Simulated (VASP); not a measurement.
# ReS (P6_3/mmc) in VASP: relaxation of cell and atoms with PBEsol

Aim: the relaxation of cell and atoms of ReS with PBEsol.

All numbers are computed with VASP 6.6.1; they aren't measurements. Logs are shortened: lines on timing, memory, paths and dates and some standing lists are left out, and cuts for length are marked.

## 1. The cell of the first run

The structure is hexagonal, space group P6_3/mmc (No. 194). The conventional cell has a = 3.678 Å, b = 3.678 Å, c = 5.126 Å, α = 90.00°, β = 90.00°, γ = 120.00°. Within 3.3 Å of Re (site symmetry -3m) lie 6 S at 2.48 Å and 2 Re at 2.56 Å. S (site symmetry -6m2) has 6 Re at 2.48 Å within 3.3 Å.

## 2. Relaxation of cell and atoms, PBEsol, collinear spin, ferromagnetic start

File INCAR:

```
PREC = Accurate
ENCUT = 600
EDIFF = 1E-6
ISMEAR = 0
SIGMA = 0.05
LREAL = False
LASPH = True
NELM = 150
ALGO = Normal
ISIF = 3
LWAVE = False
LCHARG = False
ISPIN = 2
MAGMOM = 2 2 0 0
LORBIT = 11
LMAXMIX = 4
GGA = PS
IBRION = 2
NSW = 80
EDIFFG = -0.01
```

File KPOINTS:

```
regular mesh
0
Gamma
  10 10 6
```

File POSCAR:

```
ReS
1.0
    3.6776356799      0.0000000000      0.0000000000
   -1.8388178400      3.1849259247      0.0000000000
    0.0000000000      0.0000000000      5.1257237827
Re S
2 2
Direct
    0.0000000000      0.0000000000      0.0000000000
    0.0000000000      0.0000000000      0.5000000000
    0.3333333333      0.6666666667      0.2500000000
    0.6666666667      0.3333333333      0.7500000000
```

Potentials or basis: VASP PAW PBE potentials, release 64 (Re, S).

On the command line:

```sh
$ cat potpaw_PBE.64/Re/POTCAR potpaw_PBE.64/S/POTCAR > POTCAR
$ mpirun -np 1 vasp_std > vasp.out
```

OUTCAR:

```text
PREC = Accurate
   ENCUT = 600
   EDIFF = 1E-6
   ISMEAR = 0
   LREAL = False
   LASPH = True
   NELM = 150
   ISIF = 3
   ISPIN = 2
   LORBIT = 11
   GGA = PS
   IBRION = 2
   NSW = 80
   EDIFFG = -0.01

 ion  position               nearest neighbor table
   1  0.000  0.000  0.000-   3 2.48   4 2.48   4 2.48   3 2.48   4 2.48   3 2.48   2 2.56   2 2.56

   2  0.000  0.000  0.500-   3 2.48   4 2.48   4 2.48   3 2.48   4 2.48   3 2.48   1 2.56   1 2.56

   3  0.333  0.667  0.250-   1 2.48   2 2.48   1 2.48   2 2.48   1 2.48   2 2.48
   4  0.667  0.333  0.750-   1 2.48   2 2.48   1 2.48   2 2.48   1 2.48   2 2.48

  LATTYP: Found a hexagonal cell.
 ALAT       =     3.6776356799
 C/A-ratio  =     1.3937551810

  Lattice vectors:

 A1 = (   3.6776356799,   0.0000000000,   0.0000000000)
 A2 = (  -1.8388178400,   3.1849259247,   0.0000000000)
 A3 = (   0.0000000000,   0.0000000000,   5.1257237827)

Analysis of symmetry for initial positions (statically):
=====================================================================
 Subroutine PRICEL returns:
 Original cell was already a primitive cell.

 Routine SETGRP: Setting up the symmetry group for a
 hexagonal supercell.

 Subroutine GETGRP returns: Found 24 space group operations
 (whereof 12 operations were pure point group operations)
 out of a pool of 24 trial point group operations.

The static configuration has the point symmetry D_3d.
 The point group associated with its full space group is D_6h.

Analysis of symmetry for dynamics (positions and initial velocities):
=====================================================================
 Subroutine PRICEL returns:
 Original cell was already a primitive cell.

 Routine SETGRP: Setting up the symmetry group for a
 hexagonal supercell.

 Subroutine GETGRP returns: Found 24 space group operations
 (whereof 12 operations were pure point group operations)
 out of a pool of 24 trial point group operations.

The dynamic configuration has the point symmetry D_3d.
 The point group associated with its full space group is D_6h.

Analysis of structural, dynamic, and magnetic symmetry:
=====================================================================
 Subroutine PRICEL returns:
 Original cell was already a primitive cell.

 Routine SETGRP: Setting up the symmetry group for a
 hexagonal supercell.

 Subroutine GETGRP returns: Found 24 space group operations
 (whereof 12 operations were pure point group operations)
 out of a pool of 24 trial point group operations.

The overall configuration has the point symmetry D_3d.
 The point group associated with its full space group is D_6h.

 Subroutine INISYM returns: Found 24 space group operations
 (whereof 12 operations are pure point group operations),
 and found     1 'primitive' translations

----------------------------------------------------------------------------------------

                                     Primitive cell

  volume of cell :      60.0376

  direct lattice vectors                    reciprocal lattice vectors
     3.677635680  0.000000000  0.000000000     0.271913829  0.156989522  0.000000000
    -1.838817840  3.184925925  0.000000000     0.000000000  0.313979045  0.000000000
     0.000000000  0.000000000  5.125723783     0.000000000  0.000000000  0.195094399

  length of vectors
     3.677635680  3.677635680  5.125723783     0.313979045  0.313979045  0.195094399

  position of ions in fractional coordinates (direct lattice)
     0.000000000  0.000000000  0.000000000
     0.000000000  0.000000000  0.500000000
     0.333333333  0.666666667  0.250000000
     0.666666667  0.333333333  0.750000000

  ion indices of the primitive-cell ions
   primitive index   ion index
                 1           1
                 2           2
                 3           3
                 4           4

----------------------------------------------------------------------------------------

 KPOINTS: regular mesh

Automatic generation of k-mesh.
 Grid dimensions read from file:
 generate k-points for:   10   10    6

 Generating k-lattice:

  Cartesian coordinates                     Fractional coordinates (reciprocal lattice)
     0.027191383  0.015698952  0.000000000     0.100000000 -0.000000000  0.000000000
     0.000000000  0.031397904  0.000000000     0.000000000  0.100000000  0.000000000
     0.000000000  0.000000000  0.032515733     0.000000000  0.000000000  0.166666667

  Length of vectors
     0.031397904  0.031397904  0.032515733

  Shift w.r.t. Gamma in fractional coordinates (k-lattice)
     0.000000000  0.000000000  0.000000000

 Subroutine IBZKPT returns following result:
 ===========================================

 Found     56 irreducible k-points:

 Following reciprocal coordinates:
            Coordinates               Weight
  0.000000  0.000000  0.000000      1.000000
  0.100000  0.000000  0.000000      6.000000
  0.200000  0.000000  0.000000      6.000000
  0.300000  0.000000  0.000000      6.000000
  0.400000 -0.000000  0.000000      6.000000
  0.500000  0.000000  0.000000      3.000000
[... 16 lines left out ...]
  0.300000  0.100000  0.166667     24.000000
  0.400000  0.100000  0.166667     24.000000
 [... further k-points ...]
   k-points           NKPTS =     56   k-points in BZ     NKDIM =     56   number of bands    NBANDS=     19
   number of dos      NEDOS =    301   number of ions     NIONS =      4
   total plane-waves  NPLWV =  37800
   dimension x,y,z NGX =    30 NGY =   30 NGZ =   42
   dimension x,y,z NGXF=    60 NGYF=   60 NGZF=   84
   ions per type =               2   2
   NGX,Y,Z   is equivalent  to a cutoff of  13.56, 13.56, 13.62 a.u.
   NGXF,Y,Z  is equivalent  to a cutoff of  27.12, 27.12, 27.24 a.u.
 SYSTEM =  unknown system
   PREC   = accura    normal or accurate (medium, high low for compatibility)
   ISTART =      0    job   : 0-new  1-cont  2-samecut
   ICHARG =      2    charge: 1-file 2-atom 10-const
   ISPIN  =      2    spin polarized calculation?
   LNONCOLLINEAR =      F non collinear calculations
   LSORBIT =      F    spin-orbit coupling
   LASPH  =      T    aspherical Exc in radial PAW
   ENCUT  =  600.0 eV  44.10 Ry    6.64 a.u.   7.35  7.35 10.24*2*pi/ulx,y,z
   NELM   =    150;   NELMIN=  2; NELMDL= -5     # of ELM steps
   EDIFF  = 0.1E-05   stopping-criterion for ELM
   LREAL  =      F    real-space projection
   EDIFFG = -.1E-01   stopping-criterion for IOM
   NSW    =     80    number of steps for IOM
   IBRION =      2    ionic relax: 0-MD 1-quasi-New 2-CG
   NFREE  =      1    steps in history (QN), initial steepest desc. (CG)
   ISIF   =      3    stress and relaxation
   ISYM   =      2    0-nonsym 1-usesym 2-fastsym
   POTIM  = 0.5000    time-step for ionic-motion
   TEBEG  =    0.0;   TEEND  =   0.0 temperature during run
   PSTRESS=    0.0 pullay stress
   NELECT =      26.0000    total number of electrons
   NUPDOWN=      -1.0000    fix difference up-down
   EMIN   =  10.00;   EMAX   =-10.00  energy-range for DOS
   EFERMI =   0.00;   METHOD = LEGACY
   ISMEAR =     0;   SIGMA  =   0.05  broadening in eV -4-tet -1-fermi 0-gaus
   EFERMI_NEDOS =   21; number of points for ismear=-14 and -15
   IALGO  =     38    algorithm
   IMIX   =      4    mixing-type and parameters
     AMIX     =   0.40;   BMIX     =  1.00
     AMIX_MAG =   1.60;   BMIX_MAG =  1.00
  volume/ion in A,a.u.               =      15.01       101.29
  Fermi-wavevector in a.u.,A,eV,Ry     =   1.238582  2.340581 20.872509  1.534086
  Thomas-Fermi vector in A             =   2.373102
   LORBIT       =     11    0 simple, 1 ext, 2 COOP (PROOUT), +10 PAW based schemes
   GGA     = PS    functional components
   LHFCALC =     F    Hartree Fock is set to
   AEXX    =    0.0000 exact exchange contribution
   IVDW    =     0    specifies the selected vdW correction
   LEPSILON=     F    determine dielectric tensor
   LRPA    =     F    only Hartree local field effects (RPA)
 conjugate gradient relaxation of ions
 spin polarized calculation
 Gauss-broadening in eV      SIGMA  =   0.05
  energy-cutoff  :      600.00
  volume of cell :       60.04
 maximum number of plane-waves:      2025
 NGX is ok and might be reduce to    30
   NGX = 15   NGY = 15   NGZ = 21

--------------------------------------- Ionic step        1  -------------------------------------------

 number of electron      25.9999999 magnetization      -0.0643978

 number of electron      25.9999999 magnetization       0.0027467

 Free energy of the ion-electron system (eV)
  ---------------------------------------------------
  ext. energy  EPLUGINS =         0.00000000
  ---------------------------------------------------
  free energy    TOTEN  =       -34.05995793 eV

  energy without entropy =      -34.05568301  energy(sigma->0) =      -34.05782047

------------------------ aborting loop because EDIFF is reached ----------------------------------------

  FORCE on cell =-STRESS in cart. coord.  units (eV):
  Direction    XX          YY          ZZ          XY          YZ          ZX
  --------------------------------------------------------------------------------------
  -------------------------------------------------------------------------------------
  Total       -1.4128560     -1.4128560      0.1509554      0.0000000      0.0000000      0.0000000
  in kB      -37.7038106    -37.7038106      4.0284325      0.0000000      0.0000000      0.0000000
  external PRESSURE =     -23.7930629 kB  Pullay stress =       0.0000000 kB
[... 305 lines left out ...]
--------------------------------------- Ionic step        9  -------------------------------------------

 number of electron      25.9999999 magnetization       0.0000009

 number of electron      25.9999999 magnetization      -0.0000007

 Free energy of the ion-electron system (eV)
  ---------------------------------------------------
  ext. energy  EPLUGINS =         0.00000000
  ---------------------------------------------------
  free energy    TOTEN  =       -34.09669023 eV

  energy without entropy =      -34.09477180  energy(sigma->0) =      -34.09573101

 E-fermi :   9.0360     XC(G=0): -12.5568

 val. band max:        9.0341151068   @ k =   0.3000   0.0000   0.0000
 cond. band min:       9.1165443186   @ k =   0.2000   0.1000   0.0000
 fundamental gap:      0.0824292118
 Fermi energy:         9.0360255612

 spin component 1

 k-point     1 :       0.0000    0.0000    0.0000
  band No.  band energies     occupation
      1      -7.9465      1.00000
      2      -5.2388      1.00000
      3      -0.0972      1.00000
      4       1.6079      1.00000
      5       1.6079      1.00000
      6       3.6630      1.00000
[... 11 lines left out ...]
     18      13.9542      0.00000
     19      14.2587      0.00000
[... 491 lines left out ...]
      5       2.0471      1.00000
      6       2.9016      1.00000
[... 11 lines left out ...]
     18      12.8188      0.00000
     19      14.1477      0.00000

 [... further k-points ...]

 spin component 2

 k-point     1 :       0.0000    0.0000    0.0000
  band No.  band energies     occupation
      1      -7.9465      1.00000
      2      -5.2388      1.00000
      3      -0.0972      1.00000
      4       1.6079      1.00000
      5       1.6079      1.00000
      6       3.6630      1.00000
[... 11 lines left out ...]
     18      13.9503      0.00000
     19      14.2587      0.00000
[... 537 lines left out ...]
  FREE ENERGIE OF THE ION-ELECTRON SYSTEM (eV)
  ---------------------------------------------------
  free  energy   TOTEN  =       -34.0966902278 eV

  energy  without entropy=      -34.0947717981  energy(sigma->0) =      -34.09573101

 reached required accuracy - stopping structural energy minimisation

 total charge

# of ion       s       p       d       tot
------------------------------------------
    1        0.498   0.518   5.124   6.139
    2        0.498   0.518   5.124   6.139
    3        1.287   2.347   0.000   3.634
    4        1.287   2.347   0.000   3.634
--------------------------------------------------
tot          3.568   5.730  10.248  19.546

 magnetization (x)

# of ion       s       p       d       tot
------------------------------------------
    1        0.000  -0.000   0.000   0.000
    2        0.000  -0.000   0.000   0.000
    3       -0.000   0.000   0.000   0.000
    4       -0.000   0.000   0.000   0.000
--------------------------------------------------
tot          0.000   0.000   0.000   0.000
```

It took 11 min on 1 thread of Intel Xeon 6975P-C (Granite Rapids), shared host; peak memory 0.32 GiB.

What came out:

```
Free energy                                           : -34.0967 eV
Relaxed volume                                        : 14.67 Å³/atom
Relaxed cell                                          : a = 3.587 Å, b = 3.587 Å, c = 5.265 Å, α = 90.00°, β = 90.00°, γ = 120.00°
Space group after relaxing (to 0.05 Å)                : P6_3/mmc (No. 194)
Energy gained by relaxing                             : 9.2 meV/atom
Ionic steps                                           : 9
Pressure after relaxing                               : 0.0 GPa
Band gap on the k mesh                                : zero (filled and empty bands overlap)
Net moment                                            : 0.00 μB per cell
Valence electrons inside the program's atomic spheres : Re 6.14; S 3.63
```

The path:
```
step  energy change (eV)  largest force (eV/Å)  pressure (GPa)  volume (Å³)
   1              0.0000                0.0000           -2.38        60.04
   2             -0.0101                0.0000            4.39        58.11
   3             -0.0158                0.0000            1.79        58.81
   4             -0.0324                0.0000            0.64        58.74
   5             -0.0364                0.0000           -0.30        58.64
   6             -0.0365                0.0000           -0.21        58.66
   7             -0.0364                0.0000            0.18        58.70
   8             -0.0367                0.0000           -0.09        58.67
   9             -0.0367                0.0000           -0.02        58.68
```

Final structure:
```yaml
crystal:
  lattice:
    - [3.58748, 0.00000, 0.00000]
    - [-1.79374, 3.10685, 0.00000]
    - [0.00000, 0.00000, 5.26458]
  atoms:
    - { symbol: Re, position: [0.00000, 0.00000, 0.00000] }
    - { symbol: Re, position: [0.00000, 0.00000, 0.50000] }
    - { symbol: S, position: [0.33333, 0.66667, 0.25000] }
    - { symbol: S, position: [0.66667, 0.33333, 0.75000] }
```

Levels at points of the mesh, in eV from the Fermi level:
Spin up:
```csv
k point,band 9,band 10,band 11,band 12,band 13,band 14,band 15,band 16,band 17,band 18
"(0.00, 0.00, 0.00)",-3.23,-3.23,-2.36,-2.35,-2.35,1.12,1.12,2.16,2.89,4.92
"(0.50, 0.00, 0.00)",-4.93,-1.37,-0.81,-0.61,-0.33,0.84,1.06,1.75,3.84,4.13
"(0.00, 0.00, 0.50)",-2.03,-2.03,-2.03,-2.03,-1.69,-1.69,2.29,2.29,2.29,2.29
"(0.50, 0.00, 0.50)",-2.60,-2.60,-0.32,-0.32,-0.24,-0.24,1.46,1.46,2.76,2.76
```
Spin down:
| k point | band 10 | band 11 | band 12 | band 13 | band 14 | band 15 | band 16 | band 17 |
| --- | --- | --- | --- | --- | --- | --- | --- | --- |
| (0.00, 0.00, 0.00) | -3.23 | -2.36 | -2.35 | -2.35 | 1.12 | 1.12 | 2.16 | 2.89 |
| (0.50, 0.00, 0.00) | -1.37 | -0.81 | -0.61 | -0.33 | 0.84 | 1.06 | 1.75 | 3.84 |
| (0.00, 0.00, 0.50) | -2.03 | -2.03 | -2.03 | -1.69 | -1.69 | 2.29 | 2.29 | 2.29 |
| (0.50, 0.00, 0.50) | -2.60 | -0.32 | -0.32 | -0.24 | -0.24 | 1.46 | 1.46 | 2.76 |

Caveat: the PAW data sets were made with another functional, which shifts forces and pressure a little; spin-orbit coupling is left out, which moves the levels of the heavy elements.
